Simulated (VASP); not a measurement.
Write the native input for VASP 6.6.1 that does the following.

- Task: single point
- Functional: r2SCAN
- Potentials or basis: VASP PAW PBE potentials, release 64 (Ag)
- Cutoff: 520 eV
- k mesh: 20 × 20 × 20
- Occupations: gaussian, width 0.15 eV
- Spin: no spin polarisation
- Dipole correction: no
- Further INCAR settings: ALGO = Normal; EDIFF = 1e-06; NBANDS = 12

The system is Ag.

```
CELL_PARAMETERS angstrom
0.00000 2.04310 2.20655
2.04310 0.00000 2.20655
2.04310 2.04310 0.00000
ATOMIC_POSITIONS crystal
Ag 0.00000 0.00000 0.00000
```

This cell differs from its parent crystal: strain +0.000 along x and y, +0.080 along z.

These files were run (other wordings do the same):

POSCAR

```
Ag
1.0
    0.0000000000      2.0431000000      2.2065480000
    2.0431000000      0.0000000000      2.2065480000
    2.0431000000      2.0431000000      0.0000000000
Ag
1
Direct
    0.0000000000      0.0000000000      0.0000000000
```

INCAR.step1

```
ALGO = Normal
EDIFF = 1E-4
ENCUT = 520
GGA = PE
ISMEAR = 0
LASPH = T
LCHARG = F
LREAL = F
LWAVE = T
NBANDS = 12
NELM = 100
PREC = Accurate
SIGMA = 0.15
```

INCAR.step2

```
ALGO = Normal
EDIFF = 1E-6
ENCUT = 520
ISIF = 2
ISMEAR = 0
ISTART = 1
LASPH = T
LCHARG = T
LELF = T
LMIXTAU = T
LREAL = F
LVHAR = T
LWAVE = F
METAGGA = R2SCAN
NBANDS = 12
NELM = 100
PREC = Accurate
SIGMA = 0.15
```

KPOINTS

```
k-points
0
Gamma
  20 20 20
```

Potentials or basis: VASP PAW PBE potentials, release 64 (Ag).

Launch:

```bash
$ cat potpaw_PBE.64/Ag/POTCAR > POTCAR
$ cp INCAR.step1 INCAR
$ mpirun -np 1 vasp_std > vasp.out
$ cp INCAR.step2 INCAR
$ mpirun -np 1 vasp_std > vasp.out
```

Results of the run:

* Pressure: -5.3 GPa
* Band gap on the k mesh: zero (an odd number of electrons rules out a gap without spin polarisation)

Caveat: the cell differs from its parent crystal (strain +0.000 along x and y, +0.080 along z); the cell stands under tension; the PAW data sets were made with another functional, which shifts forces and pressure a little.

Wall time 2.1 min on 1 thread of Intel(R) Xeon(R) 6975P-C (Granite Rapids) (shared host), peak memory 0.25 GiB.
